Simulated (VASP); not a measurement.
# TlB (I4/mmm) in VASP: relaxation of cell and atoms with PBE

Aim: the relaxation of cell and atoms of TlB with PBE.

All numbers are computed with VASP 6.6.1; they aren't measurements. Logs are shortened: lines on timing, memory, paths and dates and some standing lists are left out, and cuts for length are marked.

**1. The cell of the first run**

Symmetry: I4/mmm, No. 139, tetragonal system. Conventional cell: a = 3.710 Å, b = 3.710 Å, c = 5.044 Å, α = 90.00°, β = 90.00°, γ = 90.00°. Within 3.3 Å of Tl (site symmetry 4/mmm) lie 6 B at 2.52 to 2.62 Å. B (site symmetry 4/mmm) has 6 Tl at 2.52 to 2.62 Å within 3.3 Å.

The cell was generated, and may not be a known phase.

**2. Relaxation of cell and atoms, PBE**

INCAR

```
PREC     = Accurate       # precision mode
ENCUT    = 600            # plane-wave cutoff, eV
EDIFF    = 1E-7           # SCF threshold, eV
ISMEAR   = 0              # smearing method
SIGMA    = 0.1            # smearing width, eV
LREAL    = F              # projectors in reciprocal space
LASPH    = T              # aspherical terms in the spheres
NELM     = 80             # most SCF steps
ALGO     = Normal         # electronic algorithm
ISIF     = 3              # what is computed and relaxed
LWAVE    = F              # write WAVECAR
LCHARG   = F              # write CHGCAR
GGA      = PE             # functional
IBRION   = 2              # ionic algorithm
NSW      = 100            # ionic steps
EDIFFG   = -0.01          # ionic threshold
```

KPOINTS

```
regular mesh
0
Gamma
  20 20 20
```

POSCAR

```
TlB
1.0
   -1.8549424462      1.8549424462      2.5220337885
    1.8549424462     -1.8549424462      2.5220337885
    1.8549424462      1.8549424462     -2.5220337885
Tl B
1 1
Direct
    0.5000000000      0.5000000000      0.0000000000
    0.0000000000      0.0000000000      0.0000000000
```

Potentials or basis: VASP PAW PBE potentials, release 64 (Tl_d, B).

Launch:

```
$ cat potpaw_PBE.64/Tl_d/POTCAR potpaw_PBE.64/B/POTCAR > POTCAR
$ mpirun -np 1 vasp_std > vasp.out
```

OUTCAR:

```text
PREC = Accurate
   ENCUT = 600
   EDIFF = 1E-7
   ISMEAR = 0
   LREAL = F
   LASPH = T
   NELM = 80
   ISIF = 3
   GGA = PE
   IBRION = 2
   NSW = 100
   EDIFFG = -0.01

 ion  position               nearest neighbor table
   1  0.500  0.500  0.000-   2 2.52   2 2.52   2 2.62   2 2.62   2 2.62   2 2.62
   2  0.000  0.000  0.000-   1 2.52   1 2.52   1 2.62   1 2.62   1 2.62   1 2.62

  LATTYP: Found a body centered tetragonal cell.
 ALAT       =     3.7098848924
 C/A-ratio  =     1.3596291322

  Lattice vectors:

 A1 = (  -1.8549424462,   1.8549424462,   2.5220337885)
 A2 = (   1.8549424462,  -1.8549424462,   2.5220337885)
 A3 = (   1.8549424462,   1.8549424462,  -2.5220337885)

Analysis of symmetry for initial positions (statically):
=====================================================================
 Subroutine PRICEL returns:
 Original cell was already a primitive cell.

 Routine SETGRP: Setting up the symmetry group for a
 body centered tetragonal supercell.

 Subroutine GETGRP returns: Found 16 space group operations
 (whereof 16 operations were pure point group operations)
 out of a pool of 16 trial point group operations.

The static configuration has the point symmetry D_4h.

Analysis of symmetry for dynamics (positions and initial velocities):
=====================================================================
 Subroutine PRICEL returns:
 Original cell was already a primitive cell.

 Routine SETGRP: Setting up the symmetry group for a
 body centered tetragonal supercell.

 Subroutine GETGRP returns: Found 16 space group operations
 (whereof 16 operations were pure point group operations)
 out of a pool of 16 trial point group operations.

The dynamic configuration has the point symmetry D_4h.

 Subroutine INISYM returns: Found 16 space group operations
 (whereof 16 operations are pure point group operations),
 and found     1 'primitive' translations

----------------------------------------------------------------------------------------

                                     Primitive cell

  volume of cell :      34.7114

  direct lattice vectors                    reciprocal lattice vectors
    -1.854942446  1.854942446  2.522033788     0.000000000  0.269550142  0.198252697
     1.854942446 -1.854942446  2.522033788     0.269550142  0.000000000  0.198252697
     1.854942446  1.854942446 -2.522033788     0.269550142  0.269550142  0.000000000

  length of vectors
     3.638994008  3.638994008  3.638994008     0.334606352  0.334606352  0.381201467

  position of ions in fractional coordinates (direct lattice)
     0.500000000  0.500000000  0.000000000
     0.000000000  0.000000000  0.000000000

  ion indices of the primitive-cell ions
   primitive index   ion index
                 1           1
                 2           2

----------------------------------------------------------------------------------------

 KPOINTS: regular mesh

Automatic generation of k-mesh.
 Grid dimensions read from file:
 generate k-points for:   20   20   20

 Generating k-lattice:

  Cartesian coordinates                     Fractional coordinates (reciprocal lattice)
     0.000000000  0.013477507  0.009912635     0.050000000  0.000000000  0.000000000
     0.013477507  0.000000000  0.009912635     0.000000000  0.050000000  0.000000000
     0.013477507  0.013477507  0.000000000     0.000000000  0.000000000  0.050000000

  Length of vectors
     0.016730318  0.016730318  0.019060073

  Shift w.r.t. Gamma in fractional coordinates (k-lattice)
     0.000000000  0.000000000  0.000000000

 Subroutine IBZKPT returns following result:
 ===========================================

 Found    641 irreducible k-points:

 Following reciprocal coordinates:
            Coordinates               Weight
  0.000000  0.000000  0.000000      1.000000
  0.050000  0.000000  0.000000      8.000000
  0.100000  0.000000  0.000000      8.000000
  0.150000  0.000000  0.000000      8.000000
  0.200000  0.000000  0.000000      8.000000
  0.250000  0.000000  0.000000      8.000000
[... 16 lines left out ...]
 -0.400000  0.050000  0.000000     16.000000
 -0.350000  0.050000  0.000000     16.000000
 [... further k-points ...]
   k-points           NKPTS =    641   k-points in BZ     NKDIM =    641   number of bands    NBANDS=     12
   number of dos      NEDOS =    301   number of ions     NIONS =      2
   total plane-waves  NPLWV =  27000
   dimension x,y,z NGX =    30 NGY =   30 NGZ =   30
   dimension x,y,z NGXF=    60 NGYF=   60 NGZF=   60
   ions per type =               1   1
   NGX,Y,Z   is equivalent  to a cutoff of  13.71, 13.71, 13.71 a.u.
   NGXF,Y,Z  is equivalent  to a cutoff of  27.41, 27.41, 27.41 a.u.
 SYSTEM =  unknown system
   PREC   = accura    normal or accurate (medium, high low for compatibility)
   ISTART =      0    job   : 0-new  1-cont  2-samecut
   ICHARG =      2    charge: 1-file 2-atom 10-const
   ISPIN  =      1    spin polarized calculation?
   LNONCOLLINEAR =      F non collinear calculations
   LSORBIT =      F    spin-orbit coupling
   LASPH  =      T    aspherical Exc in radial PAW
   ENCUT  =  600.0 eV  44.10 Ry    6.64 a.u.   7.27  7.27  7.27*2*pi/ulx,y,z
   NELM   =     80;   NELMIN=  2; NELMDL= -5     # of ELM steps
   EDIFF  = 0.1E-06   stopping-criterion for ELM
   LREAL  =      F    real-space projection
   EDIFFG = -.1E-01   stopping-criterion for IOM
   NSW    =    100    number of steps for IOM
   IBRION =      2    ionic relax: 0-MD 1-quasi-New 2-CG
   NFREE  =      1    steps in history (QN), initial steepest desc. (CG)
   ISIF   =      3    stress and relaxation
   ISYM   =      2    0-nonsym 1-usesym 2-fastsym
   POTIM  = 0.5000    time-step for ionic-motion
   TEBEG  =    0.0;   TEEND  =   0.0 temperature during run
   PSTRESS=    0.0 pullay stress
   NELECT =      16.0000    total number of electrons
   NUPDOWN=      -1.0000    fix difference up-down
   EMIN   =  10.00;   EMAX   =-10.00  energy-range for DOS
   EFERMI =   0.00;   METHOD = LEGACY
   ISMEAR =     0;   SIGMA  =   0.10  broadening in eV -4-tet -1-fermi 0-gaus
   EFERMI_NEDOS =   21; number of points for ismear=-14 and -15
   IALGO  =     38    algorithm
   IMIX   =      4    mixing-type and parameters
     AMIX     =   0.40;   BMIX     =  1.00
     AMIX_MAG =   1.60;   BMIX_MAG =  1.00
  volume/ion in A,a.u.               =      17.36       117.12
  Fermi-wavevector in a.u.,A,eV,Ry     =   1.264613  2.389772 21.759056  1.599245
  Thomas-Fermi vector in A             =   2.397909
   LORBIT       =      0    0 simple, 1 ext, 2 COOP (PROOUT), +10 PAW based schemes
   GGA     = PE    functional components
   LHFCALC =     F    Hartree Fock is set to
   AEXX    =    0.0000 exact exchange contribution
   IVDW    =     0    specifies the selected vdW correction
   LEPSILON=     F    determine dielectric tensor
   LRPA    =     F    only Hartree local field effects (RPA)
 conjugate gradient relaxation of ions
 non-spin polarized calculation
 Gauss-broadening in eV      SIGMA  =   0.10
  energy-cutoff  :      600.00
  volume of cell :       34.71
 maximum number of plane-waves:      1194
 NGX is ok and might be reduce to    30
   NGX = 15   NGY = 15   NGZ = 15

--------------------------------------- Ionic step        1  -------------------------------------------

 number of electron      16.0000002 magnetization

 Free energy of the ion-electron system (eV)
  ---------------------------------------------------
  ext. energy  EPLUGINS =         0.00000000
  ---------------------------------------------------
  free energy    TOTEN  =        -5.93219264 eV

  energy without entropy =       -5.92773179  energy(sigma->0) =       -5.92996222

------------------------ aborting loop because EDIFF is reached ----------------------------------------

  FORCE on cell =-STRESS in cart. coord.  units (eV):
  Direction    XX          YY          ZZ          XY          YZ          ZX
  --------------------------------------------------------------------------------------
  -------------------------------------------------------------------------------------
  Total       -0.1035588     -0.1035588      0.4306001      0.0000000      0.0000000      0.0000000
  in kB       -4.7799784     -4.7799784     19.8752663      0.0000000      0.0000000      0.0000000
  external PRESSURE =       3.4384365 kB  Pullay stress =       0.0000000 kB
[... 129 lines left out ...]
  energy  without entropy=       -5.9333987504  energy(sigma->0) =       -5.93565032

--------------------------------------- Ionic step        5  -------------------------------------------

 number of electron      16.0000000 magnetization

 Free energy of the ion-electron system (eV)
  ---------------------------------------------------
  ext. energy  EPLUGINS =         0.00000000
  ---------------------------------------------------
  free energy    TOTEN  =        -5.93896179 eV

  energy without entropy =       -5.93471764  energy(sigma->0) =       -5.93683972

 E-fermi :   6.5916     XC(G=0): -10.8783

 val. band max:        6.5802769644   @ k =  -0.3500   0.4000   0.3000
 cond. band min:       6.5994155985   @ k =  -0.1500   0.3500   0.1500
 fundamental gap:      0.0191386341
 Fermi energy:         6.5915956201

 k-point     1 :       0.0000    0.0000    0.0000
  band No.  band energies     occupation
      1      -4.8132      2.00000
      2      -4.6837      2.00000
      3      -4.6825      2.00000
      4      -4.6825      2.00000
      5      -4.6094      2.00000
      6      -4.6091      2.00000
      7       7.8575      0.00000
      8       7.8575      0.00000
      9       7.8627      0.00000
     10      10.2083      0.00000
     11      16.8462      0.00000
     12      17.7577      0.00000
[... 331 lines left out ...]
 k-point    24 :      -0.3500    0.0500    0.0000
  band No.  band energies     occupation
      1      -4.8416      2.00000
      2      -4.8114      2.00000
      3      -4.7909      2.00000
      4      -4.4785      2.00000
      5      -4.4291      2.00000
      6      -2.7439      2.00000
      7       2.6776      2.00000
      8       8.2730      0.00000
      9       8.7687      0.00000
     10      11.9224      0.00000
     11      12.3330      0.00000
     12      13.8751      0.00000

 [... further k-points ...]

------------------------ aborting loop because EDIFF is reached ----------------------------------------

  FORCE on cell =-STRESS in cart. coord.  units (eV):
  Direction    XX          YY          ZZ          XY          YZ          ZX
  --------------------------------------------------------------------------------------
  -------------------------------------------------------------------------------------
  Total        0.0108880      0.0108880     -0.0019916      0.0000000      0.0000000      0.0000000
  in kB        0.5017592      0.5017592     -0.0917783      0.0000000      0.0000000      0.0000000
  external PRESSURE =       0.3039134 kB  Pullay stress =       0.0000000 kB
[... 17 lines left out ...]
  FREE ENERGIE OF THE ION-ELECTRON SYSTEM (eV)
  ---------------------------------------------------
  free  energy   TOTEN  =        -5.9389617879 eV

  energy  without entropy=       -5.9347176445  energy(sigma->0) =       -5.93683972

 reached required accuracy - stopping structural energy minimisation
```

Wall time 18 min (1 thread of Intel Xeon Platinum 8259CL at 2.50GHz (Skylake/Cascade Lake), shared host); peak memory 0.49 GiB.

Results:

* Free energy: -5.9390 eV
* Relaxed volume: 17.38 Å³/atom
* Relaxed cell: a = 3.664 Å, b = 3.664 Å, c = 3.664 Å, α = 120.02°, β = 120.02°, γ = 89.96°
* Space group after relaxing (to 0.1 Å): Fm-3m (No. 225)
* Energy gained by relaxing: 3.4 meV/atom
* Ionic steps: 5
* Pressure after relaxing: 0.0 GPa
* Band gap on the k mesh: zero (bands 8 and 9 overlap by 5.33 eV)

Step by step:
```csv
step,energy change (eV),largest force (eV/Å),pressure (GPa),volume (Å³)
1,0.0000,0.0000,0.34,34.71
2,-0.0038,0.0000,-0.11,34.90
3,-0.0056,0.0000,-0.55,35.11
4,-0.0057,0.0000,-0.66,35.16
5,-0.0068,0.0000,0.03,34.77
```

Final structure:
```yaml
crystal:
  lattice:
    - [-1.83135, 1.83135, 2.59156]
    - [1.83135, -1.83135, 2.59156]
    - [1.83135, 1.83135, -2.59156]
  atoms:
    - { symbol: Tl, position: [0.50000, 0.50000, 0.00000] }
    - { symbol: B, position: [0.00000, 0.00000, 0.00000] }
```

Levels at points of the mesh, in eV from the Fermi level:
| k point | band 6 | band 7 | band 8 | band 9 | band 10 | band 11 |
| --- | --- | --- | --- | --- | --- | --- |
| (0.00, 0.00, 0.00) | -11.20 | 1.27 | 1.27 | 1.27 | 3.62 | 10.25 |
| (0.50, 0.00, 0.00) | -7.12 | -6.86 | 2.47 | 2.47 | 4.76 | 5.87 |
| (0.50, 0.50, 0.00) | -5.70 | -4.34 | -1.10 | -1.09 | -1.02 | 6.86 |
| (0.50, 0.50, 0.50) | -5.71 | -4.35 | -1.09 | -1.09 | -1.01 | 6.87 |

Caveat: spin-orbit coupling is left out, which moves the levels of the heavy elements.
